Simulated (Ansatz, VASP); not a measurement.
## Two plane-wave programs on CdS

```
Cd S
1.0
     0.00000    2.72678    2.72678
     2.81812    0.00000    2.72678
     2.81812    2.72678    0.00000
Cd S
1 1
Direct
  0.00000 0.00000 0.00000
  0.50000 0.50000 0.50000
```

Change from the starting cell: uniaxial_x strain +3.4%.

Alike in both runs: task single point; functional HSE06; k mesh 6 × 6 × 6; occupations fermi-dirac, width 0.02 eV; no spin polarisation.

|  | VASP | Ansatz |
| --- | --- | --- |
| version | VASP 6.6.1 | Ansatz 0.2.0 |
| potentials or method | VASP PAW PBE potentials, release 64 (Cd, S) | plane waves, PAW |
| plane-wave cutoff (eV) | 520 | 420 |
| valence electrons in the cell | 18 | 26 |

|  | VASP | Ansatz | Ansatz less VASP |
| --- | --- | --- | --- |
| gap on the k mesh at the Fermi level (eV) | 1.08 | 1.10 | +0.016 |
| pressure (GPa) | -2.0 | -2.3 | -0.36 |
| traceless stress, the component that is largest in VASP (GPa) | -1.34 | -1.27 | +0.067 |

The functional is the same, so the differences come from potentials, cutoffs and numerics. VASP's potentials hold 18 valence electrons a cell and Ansatz's 26, so a difference there can come from the potentials and not from the codes. Ansatz's warnings: stress exchange threshold loose, stress scf threshold loose.
